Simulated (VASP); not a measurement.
# Fe (P6_3/mmc) in VASP: single point with r2SCAN

Aim: the single point of Fe with r2SCAN.

Program: VASP 6.6.1. These are calculated values, not measurements. Logs are shortened: lines on timing, memory, paths and dates and some standing lists are left out, and cuts for length are marked.

**1. The cell of the first run**

Symmetry: P6_3/mmc, No. 194, hexagonal system. Conventional cell: a = 2.531 Å, b = 2.531 Å, c = 4.376 Å, α = 90.00°, β = 90.00°, γ = 120.00°. Fe (site symmetry -6m2) has 12 Fe at 2.53 to 2.63 Å within 3.3 Å.

This isn't the form of Fe at room conditions, which is bcc.

**2. Single point, r2SCAN, collinear spin, ferromagnetic start (12.13 Å³/atom)**

The input, POSCAR:

```
Fe
1.0
    2.5306919955      0.0000000000      0.0000000000
   -1.2653459978      2.1916435572      0.0000000000
    0.0000000000      0.0000000000      4.3755715459
Fe
2
Direct
    0.3333333333      0.6666666667      0.2500000000
    0.6666666667      0.3333333333      0.7500000000
```

The input, INCAR.step1:

```
PREC = Accurate ; ENCUT = 660
ISMEAR = 0 ; SIGMA = 0.05
LREAL = F ; LASPH = T
NELM = 200 ; ISPIN = 2
MAGMOM = 3.05 3.05 ; LMAXMIX = 4
NBANDS = 19 ; GGA = PE
ALGO = Normal ; EDIFF = 1E-5
LWAVE = T ; LCHARG = F
GGA_COMPAT = F
```

The input, INCAR.step2:

```
PREC = Accurate ; ENCUT = 660
EDIFF = 1E-6 ; ISMEAR = 0
SIGMA = 0.05 ; LREAL = F
LASPH = T ; NELM = 200
ALGO = Normal ; ISIF = 2
LWAVE = F ; LCHARG = F
ISPIN = 2 ; MAGMOM = 3.05 3.05
LORBIT = 11 ; LMAXMIX = 4
METAGGA = R2SCAN ; LMIXTAU = T
NBANDS = 19 ; ISTART = 1
GGA_COMPAT = F
```

The input, KPOINTS:

```
Automatic mesh
0
Gamma
  20 20 12
```

Potentials or basis: VASP PAW PBE potentials, release 64 (Fe).

The run is started by

```bash
$ cat potpaw_PBE.64/Fe/POTCAR > POTCAR
$ cp INCAR.step1 INCAR
$ mpirun -np 1 vasp_std > vasp.out
$ cp INCAR.step2 INCAR
$ mpirun -np 1 vasp_std > vasp.out
```

OUTCAR:

```text
PREC = Accurate
   ENCUT = 660
   EDIFF = 1E-6
   ISMEAR = 0
   LREAL = F
   LASPH = T
   NELM = 200
   ISIF = 2
   ISPIN = 2
   LORBIT = 11
   METAGGA = R2SCAN
   ISTART = 1

 ion  position               nearest neighbor table
   1  0.333  0.667  0.250-   2 2.63   2 2.63   2 2.63   2 2.63   2 2.63   2 2.63
   2  0.667  0.333  0.750-   1 2.63   1 2.63   1 2.63   1 2.63   1 2.63   1 2.63

  LATTYP: Found a hexagonal cell.
 ALAT       =     2.5306919955
 C/A-ratio  =     1.7290020096

  Lattice vectors:

 A1 = (   2.5306919955,   0.0000000000,   0.0000000000)
 A2 = (  -1.2653459978,   2.1916435572,   0.0000000000)
 A3 = (   0.0000000000,   0.0000000000,   4.3755715459)

Analysis of symmetry for initial positions (statically):
=====================================================================
 Subroutine PRICEL returns:
 Original cell was already a primitive cell.

 Routine SETGRP: Setting up the symmetry group for a
 hexagonal supercell.

 Subroutine GETGRP returns: Found 24 space group operations
 (whereof 12 operations were pure point group operations)
 out of a pool of 24 trial point group operations.

The static configuration has the point symmetry D_3d.
 The point group associated with its full space group is D_6h.

Analysis of symmetry for dynamics (positions and initial velocities):
=====================================================================
 Subroutine PRICEL returns:
 Original cell was already a primitive cell.

 Routine SETGRP: Setting up the symmetry group for a
 hexagonal supercell.

 Subroutine GETGRP returns: Found 24 space group operations
 (whereof 12 operations were pure point group operations)
 out of a pool of 24 trial point group operations.

The dynamic configuration has the point symmetry D_3d.
 The point group associated with its full space group is D_6h.

Analysis of structural, dynamic, and magnetic symmetry:
=====================================================================
 Subroutine PRICEL returns:
 Original cell was already a primitive cell.

 Routine SETGRP: Setting up the symmetry group for a
 hexagonal supercell.

 Subroutine GETGRP returns: Found 24 space group operations
 (whereof 12 operations were pure point group operations)
 out of a pool of 24 trial point group operations.

The overall configuration has the point symmetry D_3d.
 The point group associated with its full space group is D_6h.

 Subroutine INISYM returns: Found 24 space group operations
[... 117 lines left out ...]
     AMIX_MAG =   1.60;   BMIX_MAG =  1.00
  volume/ion in A,a.u.               =      12.13        81.89
  Fermi-wavevector in a.u.,A,eV,Ry     =   1.424842  2.692562 27.622219  2.030176
  Thomas-Fermi vector in A             =   2.545290
   LORBIT       =     11    0 simple, 1 ext, 2 COOP (PROOUT), +10 PAW based schemes
   METAGGA = R2SCAN    functional components
   LHFCALC =     F    Hartree Fock is set to
   AEXX    =    0.0000 exact exchange contribution
   IVDW    =     0    specifies the selected vdW correction
   LEPSILON=     F    determine dielectric tensor
   LRPA    =     F    only Hartree local field effects (RPA)
 spin polarized calculation
 Gauss-broadening in eV      SIGMA  =   0.05
  energy-cutoff  :      660.00
  volume of cell :       24.27
 maximum number of plane-waves:       947
 NGX is ok and might be reduce to    24
   NGX = 11   NGY = 11   NGZ = 19

 number of electron      16.0000003 magnetization       5.6103234

 Free energy of the ion-electron system (eV)
  ---------------------------------------------------
  ext. energy  EPLUGINS =         0.00000000
  ---------------------------------------------------
  free energy    TOTEN  =       -28.39179050 eV

  energy without entropy =      -28.38899647  energy(sigma->0) =      -28.39039348

 E-fermi :   5.6357     XC(G=0): -13.8048

 val. band max:        5.6345177192   @ k =   0.3500   0.2000   0.1667
 cond. band min:       5.6390233918   @ k =   0.2500   0.2500   0.1667
 fundamental gap:      0.0045056727
 Fermi energy:         5.6357101188

 spin component 1

 k-point     1 :       0.0000    0.0000    0.0000
  band No.  band energies     occupation
      1      -3.2517      1.00000
      2       0.0807      1.00000
      3       2.2108      1.00000
      4       2.3063      1.00000
      5       2.3063      1.00000
      6       2.5347      1.00000
[... 517 lines left out ...]
     18      26.6048      0.00000
     19      28.8948      0.00000

 [... further k-points ...]

 spin component 2

 k-point     1 :       0.0000    0.0000    0.0000
  band No.  band energies     occupation
      1      -3.6137      1.00000
      2       1.4674      1.00000
      3       4.2738      1.00000
      4       5.0508      1.00000
      5       5.9721      0.00000
      6       5.9721      0.00000
[... 517 lines left out ...]
     18      27.0617      0.00000
     19      30.2753      0.00000

 [... further k-points ...]

------------------------ aborting loop because EDIFF is reached ----------------------------------------

  FORCE on cell =-STRESS in cart. coord.  units (eV):
  Direction    XX          YY          ZZ          XY          YZ          ZX
  --------------------------------------------------------------------------------------
  -------------------------------------------------------------------------------------
  Total        0.2088368      0.2088368      0.1710970     -0.0000000      0.0000000      0.0000000
  in kB       13.7871230     13.7871230     11.2955907     -0.0000000      0.0000000      0.0000000
  external PRESSURE =      12.9566123 kB  Pullay stress =       0.0000000 kB

 VOLUME and BASIS-vectors are now :
 -----------------------------------------------------------------------------
  energy-cutoff  :      660.00
  volume of cell :       24.27
      direct lattice vectors                 reciprocal lattice vectors
     2.530691995  0.000000000  0.000000000     0.395148837  0.228139288  0.000000000
    -1.265345998  2.191643557  0.000000000     0.000000000  0.456278575  0.000000000
     0.000000000  0.000000000  4.375571546     0.000000000  0.000000000  0.228541572

 POSITION                                       TOTAL-FORCE (eV/Angst)
 -----------------------------------------------------------------------------------
     -0.00000      1.46110      1.09389         0.000000     -0.000000      0.000000
      1.26535      0.73055      3.28168        -0.000000      0.000000      0.000000
 -----------------------------------------------------------------------------------
    total drift:                               -0.000000     -0.000000     -0.000000

  FREE ENERGIE OF THE ION-ELECTRON SYSTEM (eV)
  ---------------------------------------------------
  free  energy   TOTEN  =       -28.3917904976 eV

  energy  without entropy=      -28.3889964711  energy(sigma->0) =      -28.39039348

 total charge

# of ion       s       p       d       tot
------------------------------------------
    1        0.483   0.523   6.151   7.156
    2        0.483   0.523   6.151   7.156
--------------------------------------------------
tot          0.965   1.046  12.301  14.312

 magnetization (x)

# of ion       s       p       d       tot
------------------------------------------
    1       -0.008  -0.072   2.923   2.844
    2       -0.008  -0.072   2.923   2.844
--------------------------------------------------
tot         -0.015  -0.144   5.846   5.687
```

OUTCAR.step1:

```text
PREC = Accurate
   ENCUT = 660
   ISMEAR = 0
   LREAL = F
   LASPH = T
[... 1302 lines left out ...]
 -----------------------------------------------------------------------------------
     -0.00000      1.46110      1.09389        -0.000000      0.000000      0.000000
      1.26535      0.73055      3.28168         0.000000      0.000000      0.000000
 -----------------------------------------------------------------------------------
    total drift:                               -0.000000      0.000000     -0.000000

  FREE ENERGIE OF THE ION-ELECTRON SYSTEM (eV)
  ---------------------------------------------------
  free  energy   TOTEN  =       -16.0899256684 eV

  energy  without entropy=      -16.0857491923  energy(sigma->0) =      -16.08783743
```

Run time: 28 min. Hardware: 1 thread of Intel Xeon 8259CL, shared host; peak memory 0.4 GiB.

Results:

| Property | Result |
| --- | --- |
| Free energy | -28.3918 eV |
| Pressure | 1.3 GPa |
| Net moment | 5.61 μB per cell |
| Site moments | Fe +2.84 μB |
| Valence electrons inside the program's atomic spheres | Fe 7.16 |

Levels at points of the mesh, in eV from the Fermi level:
Spin up:
```tsv
k point	band 9	band 10	band 11	band 12	band 13	band 14
(0.00, 0.00, 0.00)	-2.65	-1.82	-1.82	-1.00	4.84	22.09
(0.50, 0.00, 0.00)	-1.34	-1.25	0.99	3.01	8.57	9.22
(0.00, 0.00, 0.50)	-2.09	-2.09	-2.09	-2.09	12.54	12.54
(0.50, 0.00, 0.50)	-1.29	-1.29	1.29	1.29	6.70	6.70
```
Spin down:
```tsv
k point	band 2	band 3	band 4	band 5	band 6	band 7	band 8	band 9
(0.00, 0.00, 0.00)	-4.17	-1.36	-0.58	0.34	0.34	0.66	0.66	1.97
(0.50, 0.00, 0.00)	-2.99	-2.28	-1.68	-0.03	0.10	0.90	2.84	2.96
(0.00, 0.00, 0.50)	-7.12	-1.24	-1.24	0.38	0.38	0.38	0.38	2.61
(0.50, 0.00, 0.50)	-3.34	-1.67	-1.67	0.45	0.45	1.89	1.89	2.91
```

Caveat: the PAW data sets were made with another functional, which shifts forces and pressure a little.
